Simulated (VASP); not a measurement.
# Bi2Te3 (R-3m) in VASP: single point with PBEsol

Aim: the single point of Bi2Te3 with PBEsol.

Program: VASP 6.6.1. These are calculated values, not measurements. Logs are shortened: lines on timing, memory, paths and dates and some standing lists are left out, and cuts for length are marked.

**What was measured.**

From “Vacancy and Antisite-Induced Ferromagnetism in Liquid-Phase Exfoliated Bi2Te3”, 2024, arxiv:2412.10539, for a bulk crystal of Bi2Te3: band gap 0.17 eV.

The runs below are set against these values where they give the same quantity.

## (1) The cell of the first run

The structure is trigonal, space group R-3m (No. 166). Conventional cell: a = 4.382 Å, b = 4.382 Å, c = 30.309 Å, α = 90.00°, β = 90.00°, γ = 120.00°. Bi (site symmetry 3m) has 6 Te at 3.06 to 3.23 Å within 4.0 Å. Te (site symmetry -3m) has 6 Bi at 3.23 Å and 12 Te at 4.38 to 4.51 Å within 4.6 Å. Te (site symmetry 3m) has 3 Bi at 3.06 Å and 3 Te at 3.65 Å within 4.0 Å.

## (2) Single point, PBEsol

INCAR

```
SYSTEM = Bi2Te3
PREC     = Accurate       ! precision mode
ENCUT    = 520            ! plane-wave cutoff, eV
EDIFF    = 1E-7           ! SCF threshold, eV
ISMEAR   = 0              ! smearing method
SIGMA    = 0.01           ! smearing width, eV
LREAL    = .FALSE.        ! projectors in reciprocal space
LASPH    = .TRUE.         ! aspherical terms in the spheres
NELM     = 100            ! most SCF steps
ALGO     = Fast           ! electronic algorithm
ISIF     = 2              ! what is computed and relaxed
LWAVE    = .FALSE.        ! write WAVECAR
LCHARG   = .TRUE.         ! write CHGCAR
GGA      = PS             ! functional
LELF     = .TRUE.         ! ELF
LVHAR    = .TRUE.       
NBANDS   = 32             ! bands
```

KPOINTS

```
Automatic mesh
0
G
  9 9 9
  0 0 0
```

POSCAR

```
Bi2Te3
1.0
    2.1908364108      1.2648799915     10.1028651077
   -2.1908364108      1.2648799915     10.1028651077
    0.0000000000     -2.5297599830     10.1028651076
Bi Te
2 3
Direct
    0.3998550980      0.3998550980      0.3998550980
    0.6001449020      0.6001449020      0.6001449020
    0.0000000000      0.0000000000      0.0000000000
    0.2099734963      0.2099734963      0.2099734963
    0.7900265037      0.7900265037      0.7900265037
```

Potentials or basis: VASP PAW PBE potentials, release 64 (Bi_d, Te).

Command:

```
$ cat potpaw_PBE.64/Bi_d/POTCAR potpaw_PBE.64/Te/POTCAR > POTCAR
$ mpirun -np 1 vasp_std > vasp.out
```

OUTCAR:

```text
SYSTEM = Bi2Te3
   PREC = Accurate
   ENCUT = 520
   EDIFF = 1E-7
   ISMEAR = 0
   LREAL = .FALSE.
   LASPH = .TRUE.
   NELM = 100
   ISIF = 2
   GGA = PS

 ion  position               nearest neighbor table
   1  0.400  0.400  0.400-   5 3.06   5 3.06   5 3.06   3 3.23   3 3.23   3 3.23
   2  0.600  0.600  0.600-   4 3.06   4 3.06   4 3.06   3 3.23   3 3.23   3 3.23
   3  0.000  0.000  0.000-   2 3.23   2 3.23   1 3.23   1 3.23   2 3.23   1 3.23
   4  0.210  0.210  0.210-   2 3.06   2 3.06   2 3.06   5 3.65   5 3.65   5 3.65
   5  0.790  0.790  0.790-   1 3.06   1 3.06   1 3.06   4 3.65   4 3.65   4 3.65

  LATTYP: Found a trigonal (rhomboedric) cell.
 ALAT       =    10.4147764717
 COS(alpha) =     0.9114986309

  Lattice vectors:

 A1 = (   2.1908364108,   1.2648799915,  10.1028651077)
 A2 = (  -2.1908364108,   1.2648799915,  10.1028651077)
 A3 = (   0.0000000000,  -2.5297599830,  10.1028651076)

Analysis of symmetry for initial positions (statically):
=====================================================================
 Subroutine PRICEL returns:
 Original cell was already a primitive cell.

 Routine SETGRP: Setting up the symmetry group for a
 trigonal (rhombohedral) supercell.

 Subroutine GETGRP returns: Found 12 space group operations
 (whereof 12 operations were pure point group operations)
 out of a pool of 12 trial point group operations.

The static configuration has the point symmetry D_3d.

Analysis of symmetry for dynamics (positions and initial velocities):
=====================================================================
 Subroutine PRICEL returns:
 Original cell was already a primitive cell.

 Routine SETGRP: Setting up the symmetry group for a
 trigonal (rhombohedral) supercell.

 Subroutine GETGRP returns: Found 12 space group operations
 (whereof 12 operations were pure point group operations)
 out of a pool of 12 trial point group operations.

The dynamic configuration has the point symmetry D_3d.

 Subroutine INISYM returns: Found 12 space group operations
 (whereof 12 operations are pure point group operations),
 and found     1 'primitive' translations

----------------------------------------------------------------------------------------

                                     Primitive cell

  volume of cell :     167.9790

  direct lattice vectors                    reciprocal lattice vectors
     2.190836411  1.264879991 10.102865108     0.228223339  0.131764806  0.032993941
    -2.190836411  1.264879991 10.102865108    -0.228223339  0.131764806  0.032993941
     0.000000000 -2.529759983 10.102865108     0.000000000 -0.263529612  0.032993941

  length of vectors
    10.414776472 10.414776472 10.414776472     0.265587004  0.265587004  0.265587004

  position of ions in fractional coordinates (direct lattice)
     0.399855098  0.399855098  0.399855098
     0.600144902  0.600144902  0.600144902
     0.000000000  0.000000000  0.000000000
     0.209973496  0.209973496  0.209973496
     0.790026504  0.790026504  0.790026504

  ion indices of the primitive-cell ions
   primitive index   ion index
                 1           1
                 2           2
                 3           3
                 4           4
                 5           5

----------------------------------------------------------------------------------------

 KPOINTS: Automatic mesh

Automatic generation of k-mesh.
 Grid dimensions read from file:
 generate k-points for:    9    9    9

 Generating k-lattice:

  Cartesian coordinates                     Fractional coordinates (reciprocal lattice)
     0.025358149  0.014640534  0.003665993     0.111111111  0.000000000  0.000000000
    -0.025358149  0.014640534  0.003665993     0.000000000  0.111111111  0.000000000
     0.000000000 -0.029281068  0.003665993     0.000000000  0.000000000  0.111111111

  Length of vectors
     0.029509667  0.029509667  0.029509667

  Shift w.r.t. Gamma in fractional coordinates (k-lattice)
     0.000000000  0.000000000  0.000000000

 Subroutine IBZKPT returns following result:
 ===========================================

 Found     85 irreducible k-points:

 Following reciprocal coordinates:
            Coordinates               Weight
  0.000000  0.000000  0.000000      1.000000
  0.111111  0.000000  0.000000      6.000000
  0.222222  0.000000  0.000000      6.000000
  0.333333 -0.000000  0.000000      6.000000
  0.444444  0.000000  0.000000      6.000000
  0.111111  0.111111  0.000000      6.000000
[... 16 lines left out ...]
 -0.333333  0.333333  0.000000      6.000000
  0.444444  0.444444  0.000000      6.000000
 [... further k-points ...]
   k-points           NKPTS =     85   k-points in BZ     NKDIM =     85   number of bands    NBANDS=     32
   number of dos      NEDOS =    301   number of ions     NIONS =      5
   total plane-waves  NPLWV = 512000
   dimension x,y,z NGX =    80 NGY =   80 NGZ =   80
   dimension x,y,z NGXF=   160 NGYF=  160 NGZF=  160
   ions per type =               2   3
   NGX,Y,Z   is equivalent  to a cutoff of  12.77, 12.77, 12.77 a.u.
   NGXF,Y,Z  is equivalent  to a cutoff of  25.54, 25.54, 25.54 a.u.
 SYSTEM =  Bi2Te3
   PREC   = accura    normal or accurate (medium, high low for compatibility)
   ISTART =      0    job   : 0-new  1-cont  2-samecut
   ICHARG =      2    charge: 1-file 2-atom 10-const
   ISPIN  =      1    spin polarized calculation?
   LNONCOLLINEAR =      F non collinear calculations
   LSORBIT =      F    spin-orbit coupling
   LASPH  =      T    aspherical Exc in radial PAW
   ENCUT  =  520.0 eV  38.22 Ry    6.18 a.u.  19.36 19.36 19.36*2*pi/ulx,y,z
   NELM   =    100;   NELMIN=  2; NELMDL= -5     # of ELM steps
   EDIFF  = 0.1E-06   stopping-criterion for ELM
   LREAL  =      F    real-space projection
   EDIFFG = 0.1E-05   stopping-criterion for IOM
   NSW    =      0    number of steps for IOM
   IBRION =     -1    ionic relax: 0-MD 1-quasi-New 2-CG
   NFREE  =      0    steps in history (QN), initial steepest desc. (CG)
   ISIF   =      2    stress and relaxation
   ISYM   =      2    0-nonsym 1-usesym 2-fastsym
   POTIM  = 0.5000    time-step for ionic-motion
   TEBEG  =    0.0;   TEEND  =   0.0 temperature during run
   PSTRESS=    0.0 pullay stress
   NELECT =      48.0000    total number of electrons
   NUPDOWN=      -1.0000    fix difference up-down
   EMIN   =  10.00;   EMAX   =-10.00  energy-range for DOS
   EFERMI =   0.00;   METHOD = LEGACY
   ISMEAR =     0;   SIGMA  =   0.01  broadening in eV -4-tet -1-fermi 0-gaus
   EFERMI_NEDOS =   21; number of points for ismear=-14 and -15
   IALGO  =     68    algorithm
   IMIX   =      4    mixing-type and parameters
     AMIX     =   0.40;   BMIX     =  1.00
     AMIX_MAG =   1.60;   BMIX_MAG =  1.00
  volume/ion in A,a.u.               =      33.60       226.72
  Fermi-wavevector in a.u.,A,eV,Ry     =   1.078293  2.037679 15.819716  1.162716
  Thomas-Fermi vector in A             =   2.214228
   LORBIT       =      0    0 simple, 1 ext, 2 COOP (PROOUT), +10 PAW based schemes
   GGA     = PS    functional components
   LHFCALC =     F    Hartree Fock is set to
   AEXX    =    0.0000 exact exchange contribution
   IVDW    =     0    specifies the selected vdW correction
   LEPSILON=     F    determine dielectric tensor
   LRPA    =     F    only Hartree local field effects (RPA)
 non-spin polarized calculation
 RMM-DIIS sequential band-by-band and
 Gauss-broadening in eV      SIGMA  =   0.01
  energy-cutoff  :      520.00
  volume of cell :      167.98
 maximum number of plane-waves:      4544
 NGX is ok and might be reduce to    80
   NGX = 39   NGY = 39   NGZ = 39

 number of electron      48.0000006 magnetization

 Free energy of the ion-electron system (eV)
  ---------------------------------------------------
  ext. energy  EPLUGINS =         0.00000000
  ---------------------------------------------------
  free energy    TOTEN  =       -20.29722607 eV

  energy without entropy =      -20.29722607  energy(sigma->0) =      -20.29722607

 E-fermi :   6.2286     XC(G=0):  -9.5246

 val. band max:        6.1578594464   @ k =   0.0000   0.0000   0.0000
 cond. band min:       6.3614401720   @ k =   0.0000   0.0000   0.0000
 fundamental gap:      0.2035807257
 Fermi energy:         6.2285638363

 k-point     1 :       0.0000    0.0000    0.0000
  band No.  band energies     occupation
      1     -16.9545      2.00000
      2     -16.9545      2.00000
      3     -16.9529      2.00000
      4     -16.9529      2.00000
      5     -16.9454      2.00000
      6     -16.9440      2.00000
[... 24 lines left out ...]
     31      10.9380      0.00000
     32      11.4452      0.00000

 k-point     2 :       0.1111    0.0000    0.0000
  band No.  band energies     occupation
      1     -16.9557      2.00000
      2     -16.9539      2.00000
      3     -16.9534      2.00000
      4     -16.9518      2.00000
      5     -16.9445      2.00000
      6     -16.9432      2.00000
[... 24 lines left out ...]
     31      10.6192      0.00000
     32      11.0257      0.00000

 k-point     3 :       0.2222    0.0000    0.0000
  band No.  band energies     occupation
      1     -16.9590      2.00000
      2     -16.9567      2.00000
      3     -16.9512      2.00000
      4     -16.9495      2.00000
      5     -16.9442      2.00000
      6     -16.9418      2.00000
[... 24 lines left out ...]
     31       9.9341      0.00000
     32      11.3006      0.00000

 k-point     4 :       0.3333   -0.0000    0.0000
  band No.  band energies     occupation
      1     -16.9631      2.00000
      2     -16.9603      2.00000
      3     -16.9502      2.00000
      4     -16.9478      2.00000
      5     -16.9457      2.00000
      6     -16.9432      2.00000
[... 654 lines left out ...]
     31      10.6841      0.00000
     32      12.0229      0.00000

 k-point    23 :      -0.3333    0.3333    0.0000
  band No.  band energies     occupation
      1     -16.9584      2.00000
      2     -16.9584      2.00000
      3     -16.9571      2.00000
      4     -16.9517      2.00000
      5     -16.9387      2.00000
      6     -16.9387      2.00000
[... 24 lines left out ...]
     31      11.5205      0.00000
     32      11.9918      0.00000

 k-point    24 :       0.4444    0.4444    0.0000
  band No.  band energies     occupation
      1     -16.9658      2.00000
      2     -16.9627      2.00000
      3     -16.9501      2.00000
      4     -16.9471      2.00000
      5     -16.9466      2.00000
      6     -16.9442      2.00000
[... 24 lines left out ...]
     31      11.0574      0.00000
     32      11.7555      0.00000

 [... further k-points ...]
[... 5 lines left out ...]
  --------------------------------------------------------------------------------------
  -------------------------------------------------------------------------------------
  Total        0.0066740      0.0066740      0.0041665      0.0000000      0.0000000      0.0000000
  in kB        0.0636567      0.0636567      0.0397403      0.0000000      0.0000000      0.0000000
  external PRESSURE =       0.0556846 kB  Pullay stress =       0.0000000 kB

 VOLUME and BASIS-vectors are now :
 -----------------------------------------------------------------------------
  energy-cutoff  :      520.00
  volume of cell :      167.98
      direct lattice vectors                 reciprocal lattice vectors
     2.190836411  1.264879991 10.102865108     0.228223339  0.131764806  0.032993941
    -2.190836411  1.264879991 10.102865108    -0.228223339  0.131764806  0.032993941
     0.000000000 -2.529759983 10.102865108     0.000000000 -0.263529612  0.032993941

 POSITION                                       TOTAL-FORCE (eV/Angst)
 -----------------------------------------------------------------------------------
      0.00000      0.00000     12.11905         0.000000      0.000000     -0.011022
      0.00000      0.00000     18.18955         0.000000     -0.000000      0.011022
      0.00000      0.00000      0.00000         0.000000      0.000000     -0.000000
      0.00000      0.00000      6.36400         0.000000      0.000000     -0.017363
      0.00000      0.00000     23.94459         0.000000     -0.000000      0.017363
 -----------------------------------------------------------------------------------
    total drift:                               -0.000000      0.000000     -0.000000

  FREE ENERGIE OF THE ION-ELECTRON SYSTEM (eV)
  ---------------------------------------------------
  free  energy   TOTEN  =       -20.2972260688 eV

  energy  without entropy=      -20.2972260688  energy(sigma->0) =      -20.29722607
```

It took 41 min on 1 thread of Intel Xeon 6975P-C (Granite Rapids), shared host; peak memory 1.2 GiB.

What came out:

| Quantity | Value |
| --- | --- |
| Free energy | -20.2972 eV |
| Pressure | 0.0 GPa |
| Largest force | 0.017 eV/Å |
| Band gap on the k mesh | 0.20 eV |

Forces in eV/Å, atoms in the order of the input:
```
Bi   0.000  0.000 -0.011
Bi   0.000  0.000  0.011
Te   0.000  0.000  0.000
Te   0.000  0.000 -0.017
Te   0.000  0.000  0.017
```

Caveat: the PAW data sets were made with another functional, which shifts forces and pressure a little; spin-orbit coupling is left out, which moves the levels of the heavy elements; an odd mesh through Γ misses points on the zone boundary, where band edges can lie.

## (3) How close it comes

Step 2. Against the measured gap of Bi2Te3, 0.17 eV (quoted in “Vacancy and Antisite-Induced Ferromagnetism in Liquid-Phase Exfoliated Bi2Te3”, 2024, arxiv:2412.10539), the calculated 0.20 eV is off by +0.03 eV. Spin-orbit coupling on Bi, Te is left out. The value is that of PBEsol on a finite k mesh, which can miss the band edges, without temperature or zero-point motion.
